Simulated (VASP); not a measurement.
# ZnSe (F-43m) in VASP: single point with PBEsol

Aim: the single point of ZnSe with PBEsol.

Everything below comes from runs of VASP 6.6.1. Logs are shortened: lines on timing, memory, paths and dates and some standing lists are left out, and cuts for length are marked.

## (1) The cell of the first run

The structure is cubic, space group F-43m (No. 216). The conventional cell has a = 5.633 Å, b = 5.633 Å, c = 5.633 Å, α = 90.00°, β = 90.00°, γ = 90.00°. Within 3.2 Å of Zn (site symmetry -43m) lie 4 Se at 2.44 Å. Se (site symmetry -43m) has 4 Zn at 2.44 Å within 3.2 Å.

## (2) Single point, PBEsol

INCAR

```
SYSTEM = ZnSe
  PREC = Accurate
  ENCUT = 520
  EDIFF = 1E-6
  ISMEAR = 0
  SIGMA = 0.02
  LREAL = .False.
  LASPH = .True.
  NELM = 100
  ALGO = Normal
  ISIF = 2
  LWAVE = .False.
  LCHARG = .False.
  GGA = PS
  NBANDS = 16
```

KPOINTS

```
Automatic mesh
0
Gamma
  8 8 8
  0 0 0
```

POSCAR

```
ZnSe
1.0
    0.0000000000      2.8166236756      2.8166236756
    2.8166236756      0.0000000000      2.8166236756
    2.8166236756      2.8166236756      0.0000000000
Zn Se
1 1
Direct
    0.0000000000      0.0000000000      0.0000000000
    0.7500000000      0.7500000000      0.7500000000
```

Potentials or basis: VASP PAW PBE potentials, release 64 (Zn, Se).

Run with:

```bash
cat potpaw_PBE.64/Zn/POTCAR potpaw_PBE.64/Se/POTCAR > POTCAR
mpirun -np 1 vasp_std > vasp.out
```

OUTCAR:

```text
SYSTEM = ZnSe
   PREC = Accurate
   ENCUT = 520
   EDIFF = 1E-6
   ISMEAR = 0
   LREAL = .False.
   LASPH = .True.
   NELM = 100
   ISIF = 2
   GGA = PS

 ion  position               nearest neighbor table
   1  0.000  0.000  0.000-   2 2.44   2 2.44   2 2.44   2 2.44
   2  0.750  0.750  0.750-   1 2.44   1 2.44   1 2.44   1 2.44

  LATTYP: Found a face centered cubic cell.
 ALAT       =     5.6332473512

  Lattice vectors:

 A1 = (   0.0000000000,   2.8166236756,   2.8166236756)
 A2 = (   2.8166236756,   0.0000000000,   2.8166236756)
 A3 = (   2.8166236756,   2.8166236756,   0.0000000000)

Analysis of symmetry for initial positions (statically):
=====================================================================
 Subroutine PRICEL returns:
 Original cell was already a primitive cell.

 Routine SETGRP: Setting up the symmetry group for a
 face centered cubic supercell.

 Subroutine GETGRP returns: Found 24 space group operations
 (whereof 24 operations were pure point group operations)
 out of a pool of 48 trial point group operations.

The static configuration has the point symmetry T_d .

Analysis of symmetry for dynamics (positions and initial velocities):
=====================================================================
 Subroutine PRICEL returns:
 Original cell was already a primitive cell.

 Routine SETGRP: Setting up the symmetry group for a
 face centered cubic supercell.

 Subroutine GETGRP returns: Found 24 space group operations
 (whereof 24 operations were pure point group operations)
 out of a pool of 48 trial point group operations.

The dynamic configuration has the point symmetry T_d .

 Subroutine INISYM returns: Found 24 space group operations
 (whereof 24 operations are pure point group operations),
 and found     1 'primitive' translations

----------------------------------------------------------------------------------------

                                     Primitive cell

  volume of cell :      44.6906

  direct lattice vectors                    reciprocal lattice vectors
     0.000000000  2.816623676  2.816623676    -0.177517502  0.177517502  0.177517502
     2.816623676  0.000000000  2.816623676     0.177517502 -0.177517502  0.177517502
     2.816623676  2.816623676  0.000000000     0.177517502  0.177517502 -0.177517502

  length of vectors
     3.983307402  3.983307402  3.983307402     0.307469333  0.307469333  0.307469333

  position of ions in fractional coordinates (direct lattice)
     0.000000000  0.000000000  0.000000000
     0.750000000  0.750000000  0.750000000

  ion indices of the primitive-cell ions
   primitive index   ion index
                 1           1
                 2           2

----------------------------------------------------------------------------------------

 KPOINTS: Automatic mesh

Automatic generation of k-mesh.
 Grid dimensions read from file:
 generate k-points for:    8    8    8

 Generating k-lattice:

  Cartesian coordinates                     Fractional coordinates (reciprocal lattice)
    -0.022189688  0.022189688  0.022189688     0.125000000  0.000000000  0.000000000
     0.022189688 -0.022189688  0.022189688     0.000000000  0.125000000  0.000000000
     0.022189688  0.022189688 -0.022189688     0.000000000  0.000000000  0.125000000

  Length of vectors
     0.038433667  0.038433667  0.038433667

  Shift w.r.t. Gamma in fractional coordinates (k-lattice)
     0.000000000  0.000000000  0.000000000

 Subroutine IBZKPT returns following result:
 ===========================================

 Found     29 irreducible k-points:

 Following reciprocal coordinates:
            Coordinates               Weight
  0.000000  0.000000  0.000000      1.000000
  0.125000  0.000000  0.000000      8.000000
  0.250000  0.000000  0.000000      8.000000
  0.375000  0.000000  0.000000      8.000000
  0.500000  0.000000  0.000000      4.000000
  0.125000  0.125000  0.000000      6.000000
[... 16 lines left out ...]
  0.500000  0.250000  0.125000     48.000000
 -0.375000  0.250000  0.125000     24.000000
 [... further k-points ...]
   k-points           NKPTS =     29   k-points in BZ     NKDIM =     29   number of bands    NBANDS=     16
   number of dos      NEDOS =    301   number of ions     NIONS =      2
   total plane-waves  NPLWV =  27000
   dimension x,y,z NGX =    30 NGY =   30 NGZ =   30
   dimension x,y,z NGXF=    60 NGYF=   60 NGZF=   60
   ions per type =               1   1
   NGX,Y,Z   is equivalent  to a cutoff of  12.52, 12.52, 12.52 a.u.
   NGXF,Y,Z  is equivalent  to a cutoff of  25.04, 25.04, 25.04 a.u.
 SYSTEM =  ZnSe
   PREC   = accura    normal or accurate (medium, high low for compatibility)
   ISTART =      0    job   : 0-new  1-cont  2-samecut
   ICHARG =      2    charge: 1-file 2-atom 10-const
   ISPIN  =      1    spin polarized calculation?
   LNONCOLLINEAR =      F non collinear calculations
   LSORBIT =      F    spin-orbit coupling
   LASPH  =      T    aspherical Exc in radial PAW
   ENCUT  =  520.0 eV  38.22 Ry    6.18 a.u.   7.41  7.41  7.41*2*pi/ulx,y,z
   NELM   =    100;   NELMIN=  2; NELMDL= -5     # of ELM steps
   EDIFF  = 0.1E-05   stopping-criterion for ELM
   LREAL  =      F    real-space projection
   EDIFFG = 0.1E-04   stopping-criterion for IOM
   NSW    =      0    number of steps for IOM
   IBRION =     -1    ionic relax: 0-MD 1-quasi-New 2-CG
   NFREE  =      0    steps in history (QN), initial steepest desc. (CG)
   ISIF   =      2    stress and relaxation
   ISYM   =      2    0-nonsym 1-usesym 2-fastsym
   POTIM  = 0.5000    time-step for ionic-motion
   TEBEG  =    0.0;   TEEND  =   0.0 temperature during run
   PSTRESS=    0.0 pullay stress
   NELECT =      18.0000    total number of electrons
   NUPDOWN=      -1.0000    fix difference up-down
   EMIN   =  10.00;   EMAX   =-10.00  energy-range for DOS
   EFERMI =   0.00;   METHOD = LEGACY
   ISMEAR =     0;   SIGMA  =   0.02  broadening in eV -4-tet -1-fermi 0-gaus
   EFERMI_NEDOS =   21; number of points for ismear=-14 and -15
   IALGO  =     38    algorithm
   IMIX   =      4    mixing-type and parameters
     AMIX     =   0.40;   BMIX     =  1.00
     AMIX_MAG =   1.60;   BMIX_MAG =  1.00
  volume/ion in A,a.u.               =      22.35       150.79
  Fermi-wavevector in a.u.,A,eV,Ry     =   1.209002  2.284682 19.887427  1.461685
  Thomas-Fermi vector in A             =   2.344592
   LORBIT       =      0    0 simple, 1 ext, 2 COOP (PROOUT), +10 PAW based schemes
   GGA     = PS    functional components
   LHFCALC =     F    Hartree Fock is set to
   AEXX    =    0.0000 exact exchange contribution
   IVDW    =     0    specifies the selected vdW correction
   LEPSILON=     F    determine dielectric tensor
   LRPA    =     F    only Hartree local field effects (RPA)
 non-spin polarized calculation
 Gauss-broadening in eV      SIGMA  =   0.02
  energy-cutoff  :      520.00
  volume of cell :       44.69
 maximum number of plane-waves:      1243
 NGX is ok and might be reduce to    30
   NGX = 15   NGY = 15   NGZ = 15

 number of electron      17.9999998 magnetization

 Free energy of the ion-electron system (eV)
  ---------------------------------------------------
  ext. energy  EPLUGINS =         0.00000000
  ---------------------------------------------------
  free energy    TOTEN  =        -6.77313727 eV

  energy without entropy =       -6.77313727  energy(sigma->0) =       -6.77313727

 E-fermi :   1.7762     XC(G=0):  -9.6095

 val. band max:        1.6460213141   @ k =   0.0000   0.0000   0.0000
 cond. band min:       2.8893547923   @ k =   0.0000   0.0000   0.0000
 fundamental gap:      1.2433334782
 Fermi energy:         1.7762004662

 k-point     1 :       0.0000    0.0000    0.0000
  band No.  band energies     occupation
      1     -11.7594      2.00000
      2      -4.9791      2.00000
      3      -4.9791      2.00000
      4      -4.9791      2.00000
      5      -4.5906      2.00000
      6      -4.5906      2.00000
[... 8 lines left out ...]
     15      13.1123      0.00000
     16      13.1123      0.00000

 k-point     2 :       0.1250    0.0000    0.0000
  band No.  band energies     occupation
      1     -11.6542      2.00000
      2      -4.9745      2.00000
      3      -4.9625      2.00000
      4      -4.9625      2.00000
      5      -4.5922      2.00000
      6      -4.5922      2.00000
[... 8 lines left out ...]
     15      12.2753      0.00000
     16      12.3360      0.00000

 k-point     3 :       0.2500    0.0000    0.0000
  band No.  band energies     occupation
      1     -11.3803      2.00000
      2      -4.9260      2.00000
      3      -4.9260      2.00000
      4      -4.9243      2.00000
      5      -4.5908      2.00000
      6      -4.5908      2.00000
[... 8 lines left out ...]
     15      12.0313      0.00000
     16      12.2041      0.00000

 k-point     4 :       0.3750    0.0000    0.0000
  band No.  band energies     occupation
      1     -11.0711      2.00000
      2      -4.8970      2.00000
      3      -4.8970      2.00000
      4      -4.7286      2.00000
      5      -4.5795      2.00000
      6      -4.5795      2.00000
[... 8 lines left out ...]
     15      13.1773      0.00000
     16      13.1774      0.00000

 k-point     5 :       0.5000    0.0000    0.0000
  band No.  band energies     occupation
      1     -10.9298      2.00000
      2      -4.8878      2.00000
      3      -4.8878      2.00000
      4      -4.5713      2.00000
      5      -4.5713      2.00000
      6      -4.4260      2.00000
[... 8 lines left out ...]
     15      14.7695      0.00000
     16      14.7695      0.00000

 k-point     6 :       0.1250    0.1250    0.0000
  band No.  band energies     occupation
      1     -11.6191      2.00000
      2      -4.9908      2.00000
      3      -4.9479      2.00000
      4      -4.9479      2.00000
      5      -4.6030      2.00000
      6      -4.5831      2.00000
[... 8 lines left out ...]
     15      12.8053      0.00000
     16      13.3357      0.00000

 k-point     7 :       0.2500    0.1250    0.0000
  band No.  band energies     occupation
      1     -11.4006      2.00000
      2      -4.9769      2.00000
      3      -4.9093      2.00000
      4      -4.9068      2.00000
      5      -4.6089      2.00000
      6      -4.5765      2.00000
[... 8 lines left out ...]
     15      13.1666      0.00000
     16      13.6602      0.00000

 k-point     8 :       0.3750    0.1250    0.0000
  band No.  band energies     occupation
      1     -11.0985      2.00000
      2      -4.9148      2.00000
      3      -4.8751      2.00000
      4      -4.8068      2.00000
      5      -4.5888      2.00000
      6      -4.5688      2.00000
[... 8 lines left out ...]
     15      13.3077      0.00000
     16      13.9397      0.00000

 k-point     9 :       0.5000    0.1250    0.0000
  band No.  band energies     occupation
      1     -10.8932      2.00000
      2      -4.8879      2.00000
      3      -4.8632      2.00000
      4      -4.6212      2.00000
      5      -4.5692      2.00000
      6      -4.4487      2.00000
[... 8 lines left out ...]
     15      14.0429      0.00000
     16      14.7864      0.00000
[... 172 lines left out ...]
 k-point    19 :       0.5000    0.3750    0.0000
  band No.  band energies     occupation
      1     -10.6943      2.00000
      2      -4.9413      2.00000
      3      -4.7384      2.00000
      4      -4.7217      2.00000
      5      -4.5486      2.00000
      6      -4.4249      2.00000
[... 8 lines left out ...]
     15      15.3030      0.00000
     16      15.9951      0.00000

 k-point    20 :      -0.3750    0.3750    0.0000
  band No.  band energies     occupation
      1     -10.6691      2.00000
      2      -4.8968      2.00000
      3      -4.7595      2.00000
      4      -4.6711      2.00000
      5      -4.5682      2.00000
      6      -4.3135      2.00000
[... 8 lines left out ...]
     15      13.6319      0.00000
     16      17.0454      0.00000

 k-point    21 :       0.5000    0.5000    0.0000
  band No.  band energies     occupation
      1     -10.6478      2.00000
      2      -4.9670      2.00000
      3      -4.7131      2.00000
      4      -4.7131      2.00000
      5      -4.5395      2.00000
      6      -4.4070      2.00000
[... 8 lines left out ...]
     15      15.6324      0.00000
     16      16.0974      0.00000

 k-point    22 :       0.3750    0.2500    0.1250
  band No.  band energies     occupation
      1     -11.1656      2.00000
      2      -4.9444      2.00000
      3      -4.8732      2.00000
      4      -4.8476      2.00000
      5      -4.6069      2.00000
      6      -4.5646      2.00000
[... 8 lines left out ...]
     15      13.8965      0.00000
     16      15.0572      0.00000

 k-point    23 :       0.5000    0.2500    0.1250
  band No.  band energies     occupation
      1     -10.9070      2.00000
      2      -4.8836      2.00000
      3      -4.8482      2.00000
      4      -4.7184      2.00000
      5      -4.5785      2.00000
      6      -4.5271      2.00000
[... 8 lines left out ...]
     15      14.2181      0.00000
     16      15.2857      0.00000

 k-point    24 :      -0.3750    0.2500    0.1250
  band No.  band energies     occupation
      1     -10.7915      2.00000
      2      -4.8741      2.00000
      3      -4.8326      2.00000
      4      -4.6274      2.00000
      5      -4.5839      2.00000
      6      -4.3727      2.00000
[... 8 lines left out ...]
     15      14.3332      0.00000
     16      15.1858      0.00000

 [... further k-points ...]

------------------------ aborting loop because EDIFF is reached ----------------------------------------

  FORCE on cell =-STRESS in cart. coord.  units (eV):
  Direction    XX          YY          ZZ          XY          YZ          ZX
  --------------------------------------------------------------------------------------
  -------------------------------------------------------------------------------------
  Total        0.0775527      0.0775527      0.0775527     -0.0000000      0.0000000     -0.0000000
  in kB        2.7802946      2.7802946      2.7802946     -0.0000000      0.0000000     -0.0000000
  external PRESSURE =       2.7802946 kB  Pullay stress =       0.0000000 kB

 VOLUME and BASIS-vectors are now :
 -----------------------------------------------------------------------------
  energy-cutoff  :      520.00
  volume of cell :       44.69
      direct lattice vectors                 reciprocal lattice vectors
     0.000000000  2.816623676  2.816623676    -0.177517502  0.177517502  0.177517502
     2.816623676  0.000000000  2.816623676     0.177517502 -0.177517502  0.177517502
     2.816623676  2.816623676  0.000000000     0.177517502  0.177517502 -0.177517502

 POSITION                                       TOTAL-FORCE (eV/Angst)
 -----------------------------------------------------------------------------------
      0.00000      0.00000      0.00000        -0.000000     -0.000000     -0.000000
      4.22494      4.22494      4.22494         0.000000      0.000000      0.000000
 -----------------------------------------------------------------------------------
    total drift:                               -0.000000     -0.000000     -0.000001

  FREE ENERGIE OF THE ION-ELECTRON SYSTEM (eV)
  ---------------------------------------------------
  free  energy   TOTEN  =        -6.7731372695 eV

  energy  without entropy=       -6.7731372695  energy(sigma->0) =       -6.77313727
```

Run time: 25 s. Hardware: 1 thread of Intel Xeon Platinum 8488C (Sapphire Rapids), shared host; peak memory 0.17 GiB.

Results:

```yaml
Free_energy: -6.7731 eV
Pressure: 0.3 GPa
Band_gap_on_the_k_mesh: 1.24 eV, direct
```

Caveat: the PAW data sets were made with another functional, which shifts forces and pressure a little.
